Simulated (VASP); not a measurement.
**N: single point with HSE06**

N:

```
N
1.0
     4.08406    0.00000    0.00000
     0.00000    4.08406    0.00000
     0.00000    0.00000    5.34591
N
4
Direct
  0.40428 0.59572 0.50000
  0.09572 0.09572 0.00000
  0.59572 0.40428 0.50000
  0.90428 0.90428 0.00000
```

```json
{"Program": "VASP 6.6.1", "Task": "single point", "Functional": "HSE06", "Potentials or basis": "VASP PAW PBE potentials, release 64 (N)", "Cutoff": "520 eV", "k mesh": "4 × 4 × 3", "Occupations": "fermi-dirac, width 0.05 eV", "Spin": "no spin polarisation", "Dipole correction": "no", "Grid for exact exchange (PRECFOCK)": "Normal", "Further INCAR settings": "ALGO = Normal; EDIFF = 1e-06; NBANDS = 18", "Share of exact exchange": "0.25", "Screening parameter": "0.2079 1/Å"}
```

```json
{
  "Pressure": "-0.6 GPa",
  "Largest force": "0.605 eV/Å",
  "Band gap on the k mesh": "9.16 eV (least direct gap 9.37 eV)"
}
```

Forces in eV/Å, atoms in the order of the input:
```
N    0.428 -0.428  0.000
N   -0.428 -0.428  0.000
N   -0.428  0.428  0.000
N    0.428  0.428  0.000
```

Stress tensor (GPa, compression positive):
```
-0.99  0.00  0.00
 0.00 -0.99  0.00
 0.00  0.00  0.25
```

Levels at points of the mesh, in eV from the valence-band top:
```tsv
k point	band 6	band 7	band 8	band 9	band 10	band 11	band 12	band 13	band 14	band 15
(0.00, 0.00, 0.00)	-1.06	-1.06	-1.01	-0.95	-0.21	9.16	10.21	10.64	10.64	13.01
(0.50, 0.00, 0.00)	-1.30	-1.28	-1.28	-0.22	-0.22	10.36	10.36	10.38	10.38	14.01
(0.50, 0.50, 0.00)	-1.45	-1.22	-1.22	-0.03	-0.03	10.09	10.09	11.30	11.30	14.24
```

Run time: 7.3 min on 1 thread of AMD EPYC 7R13 Processor (Zen 3), with other jobs on the host, peak memory 0.26 GiB.

Caveat: the standard files for N, O and F lose accuracy on very short bonds; this functional lacks dispersion, which holds the molecules together, so the pressure and a relaxed volume are unreliable; the PAW data sets were made with another functional, which shifts forces and pressure a little. A k mesh can miss the band edges.
